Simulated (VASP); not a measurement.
Ca: single point with PBEsol

The system is Ca.

```
Ca
1.0
     0.00000    2.72739    2.72739
     2.72739    0.00000    2.72739
     2.72739    2.72739    0.00000
Ca
1
Direct
  0.00000 0.00000 0.00000
```

```yaml
Program: VASP 6.6.1
Task: single point
Functional: PBEsol
Potentials_or_basis: VASP PAW PBE potentials, release 64 (Ca_sv)
Cutoff: 520 eV
k_mesh: 16 × 16 × 16
Occupations: fermi-dirac, width 0.05 eV
Spin: no spin polarisation
Dipole_correction: no
Further_INCAR_settings: ALGO = Normal; EDIFF = 1e-06; NBANDS = 11
```

- Pressure: 0.0 GPa
- Band gap on the k mesh: zero (band 5 reaches 2.22 eV, above the bottom of band 6 at 1.92 eV)

Levels at points of the mesh, in eV from the Fermi level:
```
           k point  band 2  band 3  band 4  band 5  band 6  band 7  band 8  band 9
(0.00, 0.00, 0.00)  -22.74  -22.74  -22.74   -4.11    2.38    2.38    2.38    3.51
(0.50, 0.00, 0.00)  -22.90  -22.76  -22.76   -1.02   -0.13    2.26    2.26    4.23
(0.50, 0.50, 0.00)  -22.89  -22.80  -22.80   -0.50    0.54    1.03    4.23    4.42
```

It took 110 s on 1 thread of Oxide Virtual Turin-like Processor, on a shared host, peak memory 0.18 GiB.

Caveat: the PAW data sets were made with another functional, which shifts forces and pressure a little.
